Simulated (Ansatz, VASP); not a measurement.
# Cu3N: VASP beside Ansatz

```xyz
4
Lattice="3.8070 0.0000 0.0000 0.0000 3.8070 0.0000 0.0000 0.0000 3.8070" Properties=species:S:1:pos:R:3 pbc="T T T"
Cu    1.9035    0.0000    0.0000
Cu    0.0000    1.9035    0.0000
Cu    0.0000    0.0000    1.9035
N     0.0000    0.0000    0.0000
```

Alike in both runs: task single point; functional RPBE; k mesh 6 × 6 × 6; no spin polarisation.

```csv
,VASP,Ansatz
version,VASP 6.6.1,Ansatz 0.2.0
potentials or method,"VASP PAW PBE potentials, release 64 (Cu, N), cutoff 600 eV","plane waves, PAW"
occupations,"gaussian, width 0.01 eV",fixed
valence electrons in the cell,38,62
```

VASP gave:

| Quantity | Value |
| --- | --- |
| gap on the k mesh at the Fermi level (eV) | 0.19 |
| pressure (GPa) | 6.5 |

**Question.** Which values does Ansatz return?

**Answer.** gap on the k mesh at the Fermi level (eV): 0.17; pressure (GPa): 6.0.

VASP's potentials were made for PBE, not for RPBE. VASP's potentials hold 38 valence electrons a cell and Ansatz's 62, so a difference there can come from the potentials and not from the codes.
